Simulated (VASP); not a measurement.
Rb, 1 atom in the cell. It takes space group Im-3m (No. 229, cubic). The conventional cell has a = 5.728 Å, b = 5.728 Å, c = 5.728 Å, α = 90.00°, β = 90.00°, γ = 90.00°. 

```yaml
Program: VASP 6.6.1
Task: single point
Functional: r2SCAN
Potentials_or_basis: VASP PAW PBE potentials, release 64 (Rb_sv)
Cutoff: 520 eV
k_mesh: 13 × 13 × 13
Occupations: fermi-dirac, width 0.05 eV
Spin: no spin polarisation
Dipole_correction: no
Further_INCAR_settings: ALGO = Normal; EDIFF = 1e-06; NBANDS = 10
```

Potentials or basis: VASP PAW PBE potentials, release 64 (Rb_sv).

The run is started by

```console
$ cat potpaw_PBE.64/Rb_sv/POTCAR > POTCAR
$ cp INCAR.step1 INCAR
$ mpirun -np 1 vasp_std > vasp.out
$ cp INCAR.step2 INCAR
$ mpirun -np 1 vasp_std > vasp.out
```

Hardware: 1 thread of Intel(R) Xeon(R) 6975P-C (Granite Rapids), on a shared host.

**Question.** Estimate the wall time of this run.

**Answer.** Wall time 2.2 min on 1 thread of Intel(R) Xeon(R) 6975P-C (Granite Rapids) (shared host), peak memory 0.29 GiB. Counts: k points 84.
